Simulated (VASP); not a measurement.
# Mg3CdTe4 (P-4m2) in VASP: a series of runs, part 2 of 2

VASP 6.6.1. The steps go on from the part before.

## 5. Relaxation of cell and atoms, PBE

The input, INCAR:

```
SYSTEM = Mg3CdTe4
ALGO = Normal
EDIFF = 1E-6
EDIFFG = -0.04
ENCUT = 600
GGA = PE
IBRION = 2
ISIF = 3
ISMEAR = 0
LASPH = .TRUE.
LCHARG = .FALSE.
LREAL = .FALSE.
LWAVE = .FALSE.
NELM = 100
NSW = 90
PREC = Accurate
SIGMA = 0.1
```

The input, KPOINTS:

```
k-points
0
G
  4 4 2
  0 0 0
```

The input, POSCAR:

```
Mg3CdTe4
1.0
    4.2246341600      0.0000000000      0.0000000000
    0.0000000000      4.2246341600      0.0000000000
    0.0000000000      0.0000000000     11.9490698400
Mg Cd Te
3 1 4
Direct
    0.0000000000      0.0000000000      0.0000000000
    0.5000000000      0.5000000000      0.2500000000
    0.5000000000      0.5000000000      0.7500000000
    0.0000000000      0.0000000000      0.5000000000
    0.5000000000      0.0000000000      0.3750000000
    0.0000000000      0.5000000000      0.6250000000
    0.5000000000      0.0000000000      0.8750000000
    0.0000000000      0.5000000000      0.1250000000
```

Potentials or basis: VASP PAW PBE potentials, release 64 (Mg, Cd, Te).

The run is started by

```
$ cat potpaw_PBE.64/Mg/POTCAR potpaw_PBE.64/Cd/POTCAR potpaw_PBE.64/Te/POTCAR > POTCAR
$ mpirun -np 1 vasp_std > vasp.out
```

OUTCAR:

```text
SYSTEM = Mg3CdTe4
   EDIFF = 1E-6
   EDIFFG = -0.04
   ENCUT = 600
   GGA = PE
   IBRION = 2
   ISIF = 3
   ISMEAR = 0
   LASPH = .TRUE.
   LREAL = .FALSE.
   NELM = 100
   NSW = 90
   PREC = Accurate

 ion  position               nearest neighbor table
   1  0.000  0.000  0.000-   7 2.59   8 2.59   8 2.59   7 2.59
   2  0.500  0.500  0.250-   5 2.59   8 2.59   5 2.59   8 2.59
   3  0.500  0.500  0.750-   6 2.59   7 2.59   7 2.59   6 2.59
   4  0.000  0.000  0.500-   5 2.59   6 2.59   6 2.59   5 2.59
   5  0.500  0.000  0.375-   2 2.59   4 2.59   2 2.59   4 2.59
   6  0.000  0.500  0.625-   3 2.59   4 2.59   4 2.59   3 2.59
   7  0.500  0.000  0.875-   1 2.59   3 2.59   3 2.59   1 2.59
   8  0.000  0.500  0.125-   1 2.59   2 2.59   1 2.59   2 2.59

  LATTYP: Found a simple tetragonal cell.
 ALAT       =     4.2246341600
 C/A-ratio  =     2.8284271223

  Lattice vectors:

 A1 = (   4.2246341600,   0.0000000000,   0.0000000000)
 A2 = (   0.0000000000,   4.2246341600,   0.0000000000)
 A3 = (   0.0000000000,   0.0000000000,  11.9490698400)

Analysis of symmetry for initial positions (statically):
=====================================================================
 Subroutine PRICEL returns:
 Original cell was already a primitive cell.

 Routine SETGRP: Setting up the symmetry group for a
 simple tetragonal supercell.

 Subroutine GETGRP returns: Found  8 space group operations
 (whereof  8 operations were pure point group operations)
 out of a pool of 16 trial point group operations.

The static configuration has the point symmetry D_2d.

Analysis of symmetry for dynamics (positions and initial velocities):
=====================================================================
 Subroutine PRICEL returns:
 Original cell was already a primitive cell.

 Routine SETGRP: Setting up the symmetry group for a
 simple tetragonal supercell.

 Subroutine GETGRP returns: Found  8 space group operations
 (whereof  8 operations were pure point group operations)
 out of a pool of 16 trial point group operations.

The dynamic configuration has the point symmetry D_2d.

 Subroutine INISYM returns: Found  8 space group operations
 (whereof  8 operations are pure point group operations),
 and found     1 'primitive' translations

----------------------------------------------------------------------------------------

                                     Primitive cell

  volume of cell :     213.2614

  direct lattice vectors                    reciprocal lattice vectors
     4.224634160  0.000000000  0.000000000     0.236706887  0.000000000  0.000000000
     0.000000000  4.224634160  0.000000000     0.000000000  0.236706887  0.000000000
     0.000000000  0.000000000 11.949069840     0.000000000  0.000000000  0.083688522

  length of vectors
     4.224634160  4.224634160 11.949069840     0.236706887  0.236706887  0.083688522

  position of ions in fractional coordinates (direct lattice)
     0.000000000  0.000000000  0.000000000
     0.500000000  0.500000000  0.250000000
     0.500000000  0.500000000  0.750000000
     0.000000000  0.000000000  0.500000000
     0.500000000  0.000000000  0.375000000
     0.000000000  0.500000000  0.625000000
     0.500000000  0.000000000  0.875000000
     0.000000000  0.500000000  0.125000000

  ion indices of the primitive-cell ions
   primitive index   ion index
[... 23 lines left out ...]

  Length of vectors
     0.059176722  0.059176722  0.041844261

  Shift w.r.t. Gamma in fractional coordinates (k-lattice)
     0.000000000  0.000000000  0.000000000

 Subroutine IBZKPT returns following result:
 ===========================================

 Found     12 irreducible k-points:

 Following reciprocal coordinates:
            Coordinates               Weight
  0.000000  0.000000  0.000000      1.000000
  0.250000  0.000000  0.000000      4.000000
  0.500000  0.000000  0.000000      2.000000
  0.250000  0.250000  0.000000      4.000000
  0.500000  0.250000  0.000000      4.000000
  0.500000  0.500000  0.000000      1.000000
  0.000000  0.000000  0.500000      1.000000
  0.250000  0.000000  0.500000      4.000000
  0.500000  0.000000  0.500000      2.000000
  0.250000  0.250000  0.500000      4.000000
  0.500000  0.250000  0.500000      4.000000
  0.500000  0.500000  0.500000      1.000000
   k-points           NKPTS =     12   k-points in BZ     NKDIM =     12   number of bands    NBANDS=     26
   number of dos      NEDOS =    301   number of ions     NIONS =      8
   total plane-waves  NPLWV = 124416
   dimension x,y,z NGX =    36 NGY =   36 NGZ =   96
   dimension x,y,z NGXF=    72 NGYF=   72 NGZF=  192
   ions per type =               3   1   4
   NGX,Y,Z   is equivalent  to a cutoff of  14.17, 14.17, 13.36 a.u.
   NGXF,Y,Z  is equivalent  to a cutoff of  28.33, 28.33, 26.71 a.u.
 SYSTEM =  Mg3CdTe4
   PREC   = accura    normal or accurate (medium, high low for compatibility)
   ISTART =      0    job   : 0-new  1-cont  2-samecut
   ICHARG =      2    charge: 1-file 2-atom 10-const
   ISPIN  =      1    spin polarized calculation?
   LNONCOLLINEAR =      F non collinear calculations
   LSORBIT =      F    spin-orbit coupling
   LASPH  =      T    aspherical Exc in radial PAW
   ENCUT  =  600.0 eV  44.10 Ry    6.64 a.u.   8.44  8.44 23.87*2*pi/ulx,y,z
   NELM   =    100;   NELMIN=  2; NELMDL= -5     # of ELM steps
   EDIFF  = 0.1E-05   stopping-criterion for ELM
   LREAL  =      F    real-space projection
   EDIFFG = -.4E-01   stopping-criterion for IOM
   NSW    =     90    number of steps for IOM
   IBRION =      2    ionic relax: 0-MD 1-quasi-New 2-CG
   NFREE  =      1    steps in history (QN), initial steepest desc. (CG)
   ISIF   =      3    stress and relaxation
   ISYM   =      2    0-nonsym 1-usesym 2-fastsym
   POTIM  = 0.5000    time-step for ionic-motion
   TEBEG  =    0.0;   TEEND  =   0.0 temperature during run
   PSTRESS=    0.0 pullay stress
   NELECT =      42.0000    total number of electrons
   NUPDOWN=      -1.0000    fix difference up-down
   EMIN   =  10.00;   EMAX   =-10.00  energy-range for DOS
   EFERMI =   0.00;   METHOD = LEGACY
   ISMEAR =     0;   SIGMA  =   0.10  broadening in eV -4-tet -1-fermi 0-gaus
   EFERMI_NEDOS =   21; number of points for ismear=-14 and -15
   IALGO  =     38    algorithm
   IMIX   =      4    mixing-type and parameters
     AMIX     =   0.40;   BMIX     =  1.00
     AMIX_MAG =   1.60;   BMIX_MAG =  1.00
  volume/ion in A,a.u.               =      26.66       179.89
  Fermi-wavevector in a.u.,A,eV,Ry     =   0.952476  1.799918 12.343336  0.907210
  Thomas-Fermi vector in A             =   2.081042
   LORBIT       =      0    0 simple, 1 ext, 2 COOP (PROOUT), +10 PAW based schemes
   GGA     = PE    functional components
   LHFCALC =     F    Hartree Fock is set to
   AEXX    =    0.0000 exact exchange contribution
   IVDW    =     0    specifies the selected vdW correction
   LEPSILON=     F    determine dielectric tensor
   LRPA    =     F    only Hartree local field effects (RPA)
 conjugate gradient relaxation of ions
 non-spin polarized calculation
 Gauss-broadening in eV      SIGMA  =   0.10
  energy-cutoff  :      600.00
  volume of cell :      213.26
 maximum number of plane-waves:      7203
 NGX is ok and might be reduce to    36
   NGX = 17   NGY = 17   NGZ = 47

--------------------------------------- Ionic step        1  -------------------------------------------

 number of electron      42.0000005 magnetization

 Free energy of the ion-electron system (eV)
  ---------------------------------------------------
  ext. energy  EPLUGINS =         0.00000000
  ---------------------------------------------------
  free energy    TOTEN  =       -21.16692655 eV

  energy without entropy =      -21.16692655  energy(sigma->0) =      -21.16692655

------------------------ aborting loop because EDIFF is reached ----------------------------------------

  FORCE on cell =-STRESS in cart. coord.  units (eV):
  Direction    XX          YY          ZZ          XY          YZ          ZX
  --------------------------------------------------------------------------------------
  -------------------------------------------------------------------------------------
  Total       22.7951664     22.7951664     22.2043224      0.0000000     -0.0000000      0.0000000
  in kB      171.2541237    171.2541237    166.8152665      0.0000000     -0.0000000      0.0000000
  external PRESSURE =     169.7745046 kB  Pullay stress =       0.0000000 kB
[... 323 lines left out ...]
--------------------------------------- Ionic step        9  -------------------------------------------

 number of electron      41.9999993 magnetization

 Free energy of the ion-electron system (eV)
  ---------------------------------------------------
  ext. energy  EPLUGINS =         0.00000000
  ---------------------------------------------------
  free energy    TOTEN  =       -23.96426540 eV

  energy without entropy =      -23.96426540  energy(sigma->0) =      -23.96426540

 E-fermi :   2.2164     XC(G=0):  -7.9011

 val. band max:        1.7675464522   @ k =   0.0000   0.0000   0.0000
 cond. band min:       3.5415128972   @ k =   0.0000   0.0000   0.0000
 fundamental gap:      1.7739664450
 Fermi energy:         2.2163846176

 k-point     1 :       0.0000    0.0000    0.0000
  band No.  band energies     occupation
      1      -8.5541      2.00000
      2      -8.2935      2.00000
      3      -8.1861      2.00000
      4      -7.8363      2.00000
      5      -5.9092      2.00000
      6      -5.9092      2.00000
[... 372 lines left out ...]
  FREE ENERGIE OF THE ION-ELECTRON SYSTEM (eV)
  ---------------------------------------------------
  free  energy   TOTEN  =       -23.9642653984 eV

  energy  without entropy=      -23.9642653984  energy(sigma->0) =      -23.96426540

 reached required accuracy - stopping structural energy minimisation
```

Wall time 11 min (1 thread of Intel Xeon 8259CL, shared host); peak memory 0.42 GiB.

What came out:

* Free energy: -23.9643 eV
* Relaxed volume: 34.93 Å³/atom
* Relaxed cell: a = 4.646 Å, b = 4.646 Å, c = 12.950 Å, α = 90.00°, β = 90.00°, γ = 90.00°
* Space group after relaxing (to 0.1 Å): P-4m2 (No. 115)
* Energy gained by relaxing: 349.7 meV/atom
* Ionic steps: 9
* Pressure after relaxing: 0.0 GPa
* Largest force after relaxing: 0.031 eV/Å
* Band gap on the k mesh: 1.77 eV

Forces on the atoms (eV/Å):
```
Mg   0.000  0.000  0.000
Mg   0.000  0.000 -0.004
Mg   0.000  0.000  0.004
Cd   0.000  0.000  0.000
Te   0.000  0.000  0.002
Te   0.000  0.000 -0.002
Te   0.000  0.000  0.031
Te   0.000  0.000 -0.031
```

Step by step:
| step | energy change (eV) | largest force (eV/Å) | pressure (GPa) | volume (Å³) |
| --- | --- | --- | --- | --- |
| 1 | 0.0000 | 0.9228 | 16.98 | 213.26 |
| 2 | -2.4469 | 0.0957 | -3.03 | 312.87 |
| 3 | -2.7918 | 0.0805 | 0.17 | 278.50 |
| 4 | -2.7925 | 0.0815 | -0.03 | 280.10 |
| 5 | -2.7937 | 0.0672 | -0.03 | 280.05 |
| 6 | -2.7959 | 0.0417 | -0.02 | 279.89 |
| 7 | -2.7958 | 0.0963 | 0.00 | 279.56 |
| 8 | -2.7966 | 0.0681 | -0.01 | 279.74 |
| 9 | -2.7973 | 0.0313 | 0.02 | 279.47 |

Final structure:
```
CELL_PARAMETERS angstrom
4.64559 0.00000 0.00000
0.00000 4.64559 0.00000
0.00000 0.00000 12.94962
ATOMIC_POSITIONS crystal
Mg 0.00000 0.00000 0.00000
Mg 0.50000 0.50000 0.24798
Mg 0.50000 0.50000 0.75202
Cd 0.00000 0.00000 0.50000
Te 0.50000 0.00000 0.37060
Te 0.00000 0.50000 0.62940
Te 0.50000 0.00000 0.87560
Te 0.00000 0.50000 0.12440
```

Levels at points of the mesh, in eV from the valence-band top:
```csv
k point,band 19,band 20,band 21,band 22,band 23,band 24
"(0.00, 0.00, 0.00)",-0.01,0.00,0.00,1.77,2.81,3.21
"(0.50, 0.00, 0.00)",-0.51,-0.43,-0.34,2.43,3.01,3.87
"(0.50, 0.50, 0.00)",-1.28,-1.28,-1.26,2.82,2.82,2.92
"(0.00, 0.00, 0.50)",-0.41,-0.14,-0.14,2.48,2.99,3.03
"(0.50, 0.00, 0.50)",-0.63,-0.60,-0.34,2.79,3.52,3.53
"(0.50, 0.50, 0.50)",-1.44,-1.42,-1.42,3.37,3.37,3.37
```

Caveat: the volume moved by over 15 % at a fixed basis, so the end points are rough; spin-orbit coupling is left out, which moves the levels of the heavy elements.

## 6. Relaxation of cell and atoms, PBE

This run uses another cell than the first one, of 34.61 Å³/atom.

The input, INCAR:

```
SYSTEM = Mg3CdTe4
PREC = Accurate
ENCUT = 600
EDIFF = 1E-6
ISMEAR = 0
SIGMA = 0.02
LREAL = .False.
LASPH = .True.
NELM = 60
ALGO = Normal
ISIF = 3
LWAVE = .False.
LCHARG = .False.
GGA = PE
IBRION = 2
NSW = 100
EDIFFG = -0.01
```

The input, KPOINTS:

```
Automatic mesh
0
Gamma
  6 6 2
  0 0 0
```

The input, POSCAR:

```
Mg3CdTe4
1.0
    4.6252241933      0.0000000000      0.0000000000
    0.0000000000      4.6252241933      0.0000000000
    0.0000000000      0.0000000000     12.9416865637
Mg Cd Te
3 1 4
Direct
    0.0000000000      0.0000000000      0.0000000000
    0.5000000000      0.5000000000      0.2479296904
    0.5000000000      0.5000000000      0.7520703096
    0.0000000000      0.0000000000      0.5000000000
    0.5000000000      0.0000000000      0.3709165228
    0.0000000000      0.5000000000      0.6290834772
    0.5000000000      0.0000000000      0.8760228558
    0.0000000000      0.5000000000      0.1239771442
```

Potentials or basis: VASP PAW PBE potentials, release 64 (Mg, Cd, Te).

The run is started by

```
$ cat potpaw_PBE.64/Mg/POTCAR potpaw_PBE.64/Cd/POTCAR potpaw_PBE.64/Te/POTCAR > POTCAR
$ mpirun -np 1 vasp_std > vasp.out
```

Wall time 11 min (1 thread of Intel Xeon 8259CL, shared host); peak memory 0.58 GiB.

The run converged. Its results:

```
Free energy                           : -24.0086 eV
Relaxed volume                        : 34.90 Å³/atom
Relaxed cell                          : a = 4.631 Å, b = 4.631 Å, c = 13.018 Å, α = 90.00°, β = 90.00°, γ = 90.00°
Space group after relaxing (to 0.1 Å) : P-4m2 (No. 115)
Energy gained by relaxing             : 0.3 meV/atom
Ionic steps                           : 6
Pressure after relaxing               : 0.0 GPa
Largest force after relaxing          : 0.005 eV/Å
Band gap on the k mesh                : 1.77 eV
```

Forces on the atoms (eV/Å):
```
Mg   0.000  0.000  0.000
Mg   0.000  0.000 -0.005
Mg   0.000  0.000  0.005
Cd   0.000  0.000  0.000
Te   0.000  0.000  0.000
Te   0.000  0.000  0.000
Te   0.000  0.000  0.004
Te   0.000  0.000 -0.004
```

The path:
```csv
step,energy change (eV),largest force (eV/Å),pressure (GPa),volume (Å³)
1,0.0000,0.0213,0.30,276.86
2,-0.0024,0.0093,-0.03,279.49
3,-0.0024,0.0102,-0.02,279.31
4,-0.0024,0.0105,0.00,279.23
5,-0.0025,0.0077,0.01,279.22
6,-0.0027,0.0051,0.01,279.18
```

Final structure:
```
Mg Cd Te
1.0
     4.63102    0.00000    0.00000
     0.00000    4.63102    0.00000
     0.00000    0.00000   13.01772
Mg Cd Te
3 1 4
Direct
  0.00000 0.00000 0.00000
  0.50000 0.50000 0.24779
  0.50000 0.50000 0.75221
  0.00000 0.00000 0.50000
  0.50000 0.00000 0.37069
  0.00000 0.50000 0.62931
  0.50000 0.00000 0.87604
  0.00000 0.50000 0.12396
```

Levels at points of the mesh, in eV from the valence-band top:
| k point | band 19 | band 20 | band 21 | band 22 | band 23 | band 24 |
| --- | --- | --- | --- | --- | --- | --- |
| (0.00, 0.00, 0.00) | -0.03 | 0.00 | 0.00 | 1.77 | 2.82 | 3.24 |
| (0.50, 0.00, 0.00) | -0.53 | -0.46 | -0.33 | 2.43 | 3.01 | 3.89 |
| (0.50, 0.50, 0.00) | -1.30 | -1.30 | -1.29 | 2.80 | 2.80 | 2.90 |
| (0.00, 0.00, 0.50) | -0.41 | -0.14 | -0.14 | 2.48 | 2.99 | 3.02 |
| (0.50, 0.00, 0.50) | -0.63 | -0.58 | -0.33 | 2.79 | 3.53 | 3.54 |
| (0.50, 0.50, 0.50) | -1.45 | -1.43 | -1.43 | 3.34 | 3.35 | 3.35 |

Caveat: spin-orbit coupling is left out, which moves the levels of the heavy elements.

## 7. Overview

| task | cell | k mesh | cutoff (eV) | smearing | gap on the mesh (eV) | pressure (GPa) | relaxed volume (Å³/atom) | largest force (eV/Å) |
| --- | --- | --- | --- | --- | --- | --- | --- | --- |
| single point | a = 4.225, b = 4.225, c = 11.949 Å, 8 atoms, atomic positions A | 4 × 4 × 2 | 520 | gaussian 0.1 eV | 2.19 | 17.0 | - | 0.92 |
| single point | a = 4.625, b = 4.625, c = 12.942 Å, 8 atoms, atomic positions B | 4 × 4 × 2 | 520 | gaussian 0.1 eV | 1.81 | 0.4 | - | 0.03 |
| single point | a = 4.632, b = 4.632, c = 13.019 Å, 8 atoms, atomic positions B | 6 × 6 × 2 | 520 | gaussian 0.02 eV | 1.77 | 0.0 | - | 0.02 |
| relaxation of cell and atoms | relaxed from a = 4.225, b = 4.225, c = 11.949 Å, 8 atoms, atomic positions A | 4 × 4 × 2 | 600 | gaussian 0.1 eV | 1.77 | 0.0 | 34.93 | 0.03 |
| relaxation of cell and atoms | relaxed from a = 4.625, b = 4.625, c = 12.942 Å, 8 atoms, atomic positions B | 6 × 6 × 2 | 600 | gaussian 0.02 eV | 1.77 | 0.0 | 34.90 | 0.01 |

Alike in all rows: level PBE; potentials or basis VASP PAW PBE potentials, release 64 (Mg, Cd, Te); no spin polarisation.

Caveats: spin-orbit coupling is left out, which moves the levels of the heavy elements; the cell stands under pressure (at least some runs); the volume moved by over 15 % at a fixed basis, so the end points are rough (at least some runs).

Absolute energies hang on the potentials; compare differences alone.
